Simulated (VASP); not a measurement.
# PtS2 (P-3m1) in VASP: notebook

The runs below take PtS2 through single point, with PBE.

Program: VASP 6.6.1. These are calculated values, not measurements. Logs are shortened: lines on timing, memory, paths and dates and some standing lists are left out, and cuts for length are marked.

### 1 The cell of the first run

The structure is trigonal, space group P-3m1 (No. 164). The conventional cell has a = 3.529 Å, b = 3.529 Å, c = 5.089 Å, α = 90.00°, β = 90.00°, γ = 120.00°. Pt (site symmetry -3m) has 6 S at 2.38 Å within 3.1 Å. S (site symmetry 3m) has 3 Pt at 2.38 Å within 3.1 Å.

### 2 Single point, PBE (strain -0.7%)

Contents of INCAR:

```
SYSTEM = PtS2
PREC = Accurate
ENCUT = 520
EDIFF = 1E-6
ISMEAR = -1
SIGMA = 0.02
LREAL = .FALSE.
LASPH = .TRUE.
NELM = 80
ALGO = Normal
ISIF = 2
LWAVE = .FALSE.
LCHARG = .TRUE.
GGA = PE
LELF = .TRUE.
LVHAR = .TRUE.
NBANDS = 18
```

Contents of KPOINTS:

```
Automatic mesh
0
G
  12 12 6
  0 0 0
```

Contents of POSCAR:

```
PtS2
1.0
    3.5291767756      0.0000000000      0.0000000000
   -1.7645883878      3.0563567421      0.0000000000
    0.0000000000      0.0000000000      5.0890199314
Pt S
1 2
Direct
    0.0000000000      0.0000000000      0.0000000000
    0.3333333333      0.6666666667      0.2428239062
    0.6666666667      0.3333333333      0.7571760938
```

Potentials or basis: VASP PAW PBE potentials, release 64 (Pt, S).

Run with:

```sh
$ cat potpaw_PBE.64/Pt/POTCAR potpaw_PBE.64/S/POTCAR > POTCAR
$ mpirun -np 1 vasp_std > vasp.out
```

OUTCAR:

```text
SYSTEM = PtS2
   PREC = Accurate
   ENCUT = 520
   EDIFF = 1E-6
   ISMEAR = -1
   LREAL = .FALSE.
   LASPH = .TRUE.
   NELM = 80
   ISIF = 2
   GGA = PE

 ion  position               nearest neighbor table
   1  0.000  0.000  0.000-   2 2.38   3 2.38   2 2.38   3 2.38   3 2.38   2 2.38
   2  0.333  0.667  0.243-   1 2.38   1 2.38   1 2.38
   3  0.667  0.333  0.757-   1 2.38   1 2.38   1 2.38

  LATTYP: Found a hexagonal cell.
 ALAT       =     3.5291767756
 C/A-ratio  =     1.4419849883

  Lattice vectors:

 A1 = (   3.5291767756,   0.0000000000,   0.0000000000)
 A2 = (  -1.7645883878,   3.0563567421,   0.0000000000)
 A3 = (   0.0000000000,   0.0000000000,   5.0890199314)

Analysis of symmetry for initial positions (statically):
=====================================================================
 Subroutine PRICEL returns:
 Original cell was already a primitive cell.

 Routine SETGRP: Setting up the symmetry group for a
 hexagonal supercell.

 Subroutine GETGRP returns: Found 12 space group operations
 (whereof 12 operations were pure point group operations)
 out of a pool of 24 trial point group operations.

The static configuration has the point symmetry D_3d.

Analysis of symmetry for dynamics (positions and initial velocities):
=====================================================================
 Subroutine PRICEL returns:
 Original cell was already a primitive cell.

 Routine SETGRP: Setting up the symmetry group for a
 hexagonal supercell.

 Subroutine GETGRP returns: Found 12 space group operations
 (whereof 12 operations were pure point group operations)
 out of a pool of 24 trial point group operations.

The dynamic configuration has the point symmetry D_3d.

 Subroutine INISYM returns: Found 12 space group operations
 (whereof 12 operations are pure point group operations),
 and found     1 'primitive' translations

----------------------------------------------------------------------------------------

                                     Primitive cell

  volume of cell :      54.8923

  direct lattice vectors                    reciprocal lattice vectors
     3.529176776  0.000000000  0.000000000     0.283352199  0.163593468  0.000000000
    -1.764588388  3.056356742  0.000000000     0.000000000  0.327186937  0.000000000
     0.000000000  0.000000000  5.089019931     0.000000000  0.000000000  0.196501490

  length of vectors
     3.529176776  3.529176776  5.089019931     0.327186937  0.327186937  0.196501490

  position of ions in fractional coordinates (direct lattice)
     0.000000000  0.000000000  0.000000000
     0.333333333  0.666666667  0.242823906
     0.666666667  0.333333333  0.757176094

  ion indices of the primitive-cell ions
   primitive index   ion index
                 1           1
                 2           2
                 3           3

----------------------------------------------------------------------------------------

 KPOINTS: Automatic mesh

Automatic generation of k-mesh.
 Grid dimensions read from file:
 generate k-points for:   12   12    6

 Generating k-lattice:

  Cartesian coordinates                     Fractional coordinates (reciprocal lattice)
     0.023612683  0.013632789  0.000000000     0.083333333  0.000000000  0.000000000
     0.000000000  0.027265578  0.000000000     0.000000000  0.083333333  0.000000000
     0.000000000  0.000000000  0.032750248     0.000000000  0.000000000  0.166666667

  Length of vectors
     0.027265578  0.027265578  0.032750248

  Shift w.r.t. Gamma in fractional coordinates (k-lattice)
     0.000000000  0.000000000  0.000000000

 Subroutine IBZKPT returns following result:
 ===========================================

 Found    100 irreducible k-points:

 Following reciprocal coordinates:
            Coordinates               Weight
  0.000000  0.000000  0.000000      1.000000
  0.083333  0.000000  0.000000      6.000000
  0.166667  0.000000  0.000000      6.000000
  0.250000 -0.000000  0.000000      6.000000
  0.333333  0.000000  0.000000      6.000000
  0.416667  0.000000  0.000000      6.000000
[... 16 lines left out ...]
  0.166667  0.000000  0.166667      6.000000
  0.000000  0.166667  0.166667      6.000000
 [... further k-points ...]
   k-points           NKPTS =    100   k-points in BZ     NKDIM =    100   number of bands    NBANDS=     18
   number of dos      NEDOS =    301   number of ions     NIONS =      3
   total plane-waves  NPLWV =  31360
   dimension x,y,z NGX =    28 NGY =   28 NGZ =   40
   dimension x,y,z NGXF=    56 NGYF=   56 NGZF=   80
   ions per type =               1   2
   NGX,Y,Z   is equivalent  to a cutoff of  13.19, 13.19, 13.07 a.u.
   NGXF,Y,Z  is equivalent  to a cutoff of  26.38, 26.38, 26.13 a.u.
 SYSTEM =  PtS2
   PREC   = accura    normal or accurate (medium, high low for compatibility)
   ISTART =      0    job   : 0-new  1-cont  2-samecut
   ICHARG =      2    charge: 1-file 2-atom 10-const
   ISPIN  =      1    spin polarized calculation?
   LNONCOLLINEAR =      F non collinear calculations
   LSORBIT =      F    spin-orbit coupling
   LASPH  =      T    aspherical Exc in radial PAW
   ENCUT  =  520.0 eV  38.22 Ry    6.18 a.u.   6.56  6.56  9.46*2*pi/ulx,y,z
   NELM   =     80;   NELMIN=  2; NELMDL= -5     # of ELM steps
   EDIFF  = 0.1E-05   stopping-criterion for ELM
   LREAL  =      F    real-space projection
   EDIFFG = 0.1E-04   stopping-criterion for IOM
   NSW    =      0    number of steps for IOM
   IBRION =     -1    ionic relax: 0-MD 1-quasi-New 2-CG
   NFREE  =      0    steps in history (QN), initial steepest desc. (CG)
   ISIF   =      2    stress and relaxation
   ISYM   =      2    0-nonsym 1-usesym 2-fastsym
   POTIM  = 0.5000    time-step for ionic-motion
   TEBEG  =    0.0;   TEEND  =   0.0 temperature during run
   PSTRESS=    0.0 pullay stress
   NELECT =      22.0000    total number of electrons
   NUPDOWN=      -1.0000    fix difference up-down
   EMIN   =  10.00;   EMAX   =-10.00  energy-range for DOS
   EFERMI =   0.00;   METHOD = LEGACY
   ISMEAR =    -1;   SIGMA  =   0.02  broadening in eV -4-tet -1-fermi 0-gaus
   EFERMI_NEDOS =   21; number of points for ismear=-14 and -15
   IALGO  =     38    algorithm
   IMIX   =      4    mixing-type and parameters
     AMIX     =   0.40;   BMIX     =  1.00
     AMIX_MAG =   1.60;   BMIX_MAG =  1.00
  volume/ion in A,a.u.               =      18.30       123.48
  Fermi-wavevector in a.u.,A,eV,Ry     =   1.207013  2.280923 19.822053  1.456880
  Thomas-Fermi vector in A             =   2.342663
   LORBIT       =      0    0 simple, 1 ext, 2 COOP (PROOUT), +10 PAW based schemes
   GGA     = PE    functional components
   LHFCALC =     F    Hartree Fock is set to
   AEXX    =    0.0000 exact exchange contribution
   IVDW    =     0    specifies the selected vdW correction
   LEPSILON=     F    determine dielectric tensor
   LRPA    =     F    only Hartree local field effects (RPA)
 non-spin polarized calculation
  energy-cutoff  :      520.00
  volume of cell :       54.89
 maximum number of plane-waves:      1507
 NGX is ok and might be reduce to    28
   NGX = 13   NGY = 13   NGZ = 19

 number of electron      22.0000001 magnetization

 Free energy of the ion-electron system (eV)
  ---------------------------------------------------
  ext. energy  EPLUGINS =         0.00000000
  ---------------------------------------------------
  free energy    TOTEN  =       -15.36985253 eV

  energy without entropy =      -15.36985253  energy(sigma->0) =      -15.36985253

 E-fermi :   7.0791     XC(G=0): -10.6422

 val. band max:        6.7277633342   @ k =   0.0000   0.1667   0.1667
 cond. band min:       7.4234205249   @ k =   0.0000   0.2500   0.3333
 fundamental gap:      0.6956571907
 Fermi energy:         7.0791306514

 k-point     1 :       0.0000    0.0000    0.0000
  band No.  band energies     occupation
      1      -8.5211      2.00000
      2      -5.6597      2.00000
      3      -0.2443      2.00000
      4       0.2100      2.00000
      5       0.2100      2.00000
      6       2.9417      2.00000
[... 10 lines left out ...]
     17      14.8230      0.00000
     18      19.3635      0.00000

 k-point     2 :       0.0833    0.0000    0.0000
  band No.  band energies     occupation
      1      -8.4314      2.00000
      2      -5.7001      2.00000
      3      -0.1479      2.00000
      4       0.2661      2.00000
      5       0.2667      2.00000
      6       2.8104      2.00000
[... 10 lines left out ...]
     17      15.1044      0.00000
     18      18.2162      0.00000

 k-point     3 :       0.1667    0.0000    0.0000
  band No.  band energies     occupation
      1      -8.1718      2.00000
      2      -5.8092      2.00000
      3       0.1155      2.00000
      4       0.4199      2.00000
      5       0.4444      2.00000
      6       2.3643      2.00000
[... 10 lines left out ...]
     17      15.7857      0.00000
     18      16.7085      0.00000

 k-point     4 :       0.2500   -0.0000    0.0000
  band No.  band energies     occupation
      1      -7.7743      2.00000
      2      -5.9575      2.00000
      3       0.3942      2.00000
      4       0.6146      2.00000
      5       0.8170      2.00000
      6       1.6383      2.00000
[... 10 lines left out ...]
     17      15.7795      0.00000
     18      16.0258      0.00000

 k-point     5 :       0.3333    0.0000    0.0000
  band No.  band energies     occupation
      1      -7.3012      2.00000
      2      -6.1146      2.00000
      3       0.2496      2.00000
      4       0.7669      2.00000
      5       1.1791      2.00000
      6       1.4739      2.00000
[... 10 lines left out ...]
     17      15.4813      0.00000
     18      16.3208      0.00000

 k-point     6 :       0.4167    0.0000    0.0000
  band No.  band energies     occupation
      1      -6.8553      2.00000
      2      -6.2683      2.00000
      3      -0.3120      2.00000
      4       0.8339      2.00000
      5       1.3779      2.00000
      6       2.1497      2.00000
[... 10 lines left out ...]
     17      15.0263      0.00000
     18      17.4486      0.00000

 k-point     7 :       0.5000   -0.0000    0.0000
  band No.  band energies     occupation
      1      -6.6056      2.00000
      2      -6.3929      2.00000
      3      -0.5635      2.00000
      4       0.8476      2.00000
      5       1.5221      2.00000
      6       2.4981      2.00000
[... 10 lines left out ...]
     17      14.8718      0.00000
     18      18.0389      0.00000

 k-point     8 :       0.0833    0.0833    0.0000
  band No.  band energies     occupation
      1      -8.2566      2.00000
      2      -5.7746      2.00000
      3       0.0355      2.00000
      4       0.3725      2.00000
      5       0.3778      2.00000
      6       2.6243      2.00000
[... 10 lines left out ...]
     17      15.6602      0.00000
     18      17.0812      0.00000
[... 229 lines left out ...]
     17      16.0340      0.00000
     18      17.4839      0.00000

 k-point    20 :       0.0000    0.0000    0.1667
  band No.  band energies     occupation
      1      -8.4411      2.00000
      2      -5.8648      2.00000
      3       0.0680      2.00000
      4       0.2165      2.00000
      5       0.2165      2.00000
      6       2.9359      2.00000
[... 10 lines left out ...]
     17      14.7708      0.00000
     18      18.5912      0.00000

 k-point    21 :       0.0833    0.0000    0.1667
  band No.  band energies     occupation
      1      -8.3514      2.00000
      2      -5.8936      2.00000
      3       0.0446      2.00000
      4       0.2820      2.00000
      5       0.3585      2.00000
      6       2.8144      2.00000
[... 10 lines left out ...]
     17      14.8420      0.00000
     18      17.4602      0.00000

 k-point    22 :       0.0000    0.0833    0.1667
  band No.  band energies     occupation
      1      -8.3525      2.00000
      2      -5.8901      2.00000
      3       0.0163      2.00000
      4       0.2630      2.00000
      5       0.3984      2.00000
      6       2.7861      2.00000
[... 10 lines left out ...]
     17      15.2692      0.00000
     18      17.4211      0.00000

 k-point    23 :       0.1667    0.0000    0.1667
  band No.  band energies     occupation
      1      -8.0903      2.00000
      2      -5.9794      2.00000
      3       0.1542      2.00000
      4       0.4428      2.00000
      5       0.6223      2.00000
      6       2.4050      2.00000
[... 10 lines left out ...]
     17      15.3588      0.00000
     18      16.4388      0.00000

 k-point    24 :       0.0000    0.1667    0.1667
  band No.  band energies     occupation
      1      -8.0992      2.00000
      2      -5.9533      2.00000
      3       0.0094      2.00000
      4       0.4027      2.00000
      5       0.7627      2.00000
      6       2.2806      2.00000
[... 10 lines left out ...]
     17      16.1069      0.00000
     18      16.1826      0.00000

 [... further k-points ...]
[... 5 lines left out ...]
  --------------------------------------------------------------------------------------
  -------------------------------------------------------------------------------------
  Total        1.9550047      1.9550047      1.0000224      0.0000000      0.0000000      0.0000000
  in kB       57.0619724     57.0619724     29.1882929      0.0000000      0.0000000      0.0000000
  external PRESSURE =      47.7707459 kB  Pullay stress =       0.0000000 kB

 VOLUME and BASIS-vectors are now :
 -----------------------------------------------------------------------------
  energy-cutoff  :      520.00
  volume of cell :       54.89
      direct lattice vectors                 reciprocal lattice vectors
     3.529176776  0.000000000  0.000000000     0.283352199  0.163593468  0.000000000
    -1.764588388  3.056356742  0.000000000     0.000000000  0.327186937  0.000000000
     0.000000000  0.000000000  5.089019931     0.000000000  0.000000000  0.196501490

 POSITION                                       TOTAL-FORCE (eV/Angst)
 -----------------------------------------------------------------------------------
      0.00000      0.00000      0.00000        -0.000000      0.000000      0.000000
     -0.00000      2.03757      1.23574         0.000000     -0.000000      0.043274
      1.76459      1.01879      3.85328        -0.000000      0.000000     -0.043274
 -----------------------------------------------------------------------------------
    total drift:                                0.000000     -0.000000     -0.000000

  FREE ENERGIE OF THE ION-ELECTRON SYSTEM (eV)
  ---------------------------------------------------
  free  energy   TOTEN  =       -15.3698525259 eV

  energy  without entropy=      -15.3698525255  energy(sigma->0) =      -15.36985253
```

Wall time 40 s (1 thread of Intel Xeon 6975P-C (Granite Rapids), shared host); peak memory 0.24 GiB.

What came out:

```
Free energy            : -15.3699 eV
Pressure               : 4.8 GPa
Largest force          : 0.043 eV/Å
Band gap on the k mesh : 0.70 eV, indirect (least direct gap 0.94 eV)
```

Forces on the atoms (eV/Å):
```
Pt   0.000  0.000  0.000
S    0.000  0.000  0.043
S    0.000  0.000 -0.043
```

Caveat: the cell differs from its parent crystal (strain -0.7%); spin-orbit coupling is left out, which moves the levels of the heavy elements. A k mesh can miss the band edges.

[end of part 1 of 2]
